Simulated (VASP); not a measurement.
**SrAlPtC6N6: single point with PBE**

Crystal: SrAlPtC6N6.

```
Sr Al Pt C N
1.0
     0.00000    5.05250    5.05250
     5.05250    0.00000    5.05250
     5.05250    5.05250    0.00000
Sr Al Pt C N
1 1 1 6 6
Direct
  0.75000 0.75000 0.75000
  0.00000 0.00000 0.00000
  0.50000 0.50000 0.50000
  0.81445 0.18555 0.18555
  0.18555 0.18555 0.81445
  0.81445 0.18555 0.81445
  0.18555 0.81445 0.81445
  0.81445 0.81445 0.18555
  0.18555 0.81445 0.18555
  0.69866 0.30134 0.30134
  0.30134 0.30134 0.69866
  0.69866 0.30134 0.69866
  0.30134 0.69866 0.69866
  0.69866 0.69866 0.30134
  0.30134 0.69866 0.30134
```

```yaml
Program: VASP 6.6.1
Task: single point
Functional: PBE
Potentials_or_basis: VASP PAW PBE potentials, release 64 (Sr_sv, Al, Pt, C, N)
Cutoff: 520 eV
k_mesh: 4 × 4 × 4
Occupations: gaussian, width 0.1 eV
Spin: collinear spin
Starting_moments: "[0.0, 0.0, 1.0, 0.0, 0.0, 0.0, 0.0, 0.0, 0.0, 0.0, 0.0, 0.0, 0.0, 0.0, 0.0] μB"
```

* Pressure: 14.3 GPa
* Largest force: 0.965 eV/Å
* Net moment: 2.63 μB per cell
* Site moments: Sr +0.08; Al +0.01; Pt +0.90; C +0.02; N +0.13 μB
* Valence electrons inside the program's atomic spheres: Sr 7.82; Al 0.94; Pt 9.69; C 2.65; N 3.92

Forces in eV/Å, atoms in the order of the input:
```
Sr   0.000  0.000  0.000
Al   0.000  0.000  0.000
Pt   0.000  0.000  0.000
C    0.965  0.000  0.000
C    0.000  0.000  0.965
C    0.000 -0.965  0.000
C   -0.965  0.000  0.000
C    0.000  0.000 -0.965
C    0.000  0.965  0.000
N   -0.105  0.000  0.000
N    0.000  0.000 -0.105
N    0.000  0.105  0.000
N    0.105  0.000  0.000
N    0.000  0.000  0.105
N    0.000 -0.105  0.000
```

Levels at points of the mesh, in eV from the Fermi level:
Spin up:
| k point | band 38 | band 39 | band 40 | band 41 | band 42 | band 43 |
| --- | --- | --- | --- | --- | --- | --- |
| (0.00, 0.00, 0.00) | -0.50 | -0.01 | -0.01 | 0.12 | 0.12 | 0.12 |
| (0.50, 0.00, 0.00) | -0.32 | -0.21 | -0.21 | -0.06 | -0.06 | 0.29 |
| (0.50, 0.50, 0.00) | -0.14 | 0.07 | 0.39 | 0.39 | 0.40 | 0.80 |
Spin down:
| k point | band 33 | band 34 | band 35 | band 36 | band 37 | band 38 | band 39 | band 40 | band 41 | band 42 |
| --- | --- | --- | --- | --- | --- | --- | --- | --- | --- | --- |
| (0.00, 0.00, 0.00) | -5.26 | -5.26 | -4.77 | -4.77 | -4.77 | -0.32 | 0.41 | 0.41 | 0.41 | 0.73 |
| (0.50, 0.00, 0.00) | -4.80 | -4.80 | -4.09 | -4.09 | -4.00 | -0.07 | 0.08 | 0.08 | 0.48 | 0.76 |
| (0.50, 0.50, 0.00) | -5.24 | -5.16 | -4.79 | -3.84 | -3.84 | 0.68 | 0.68 | 0.70 | 0.74 | 0.94 |

Run time: 7.7 min on 1 thread of Intel(R) Xeon(R) 6975P-C (Granite Rapids) (shared host), peak memory 0.6 GiB.

Caveat: the cell stands under pressure; spin-orbit coupling is left out, which moves the levels of the heavy elements.
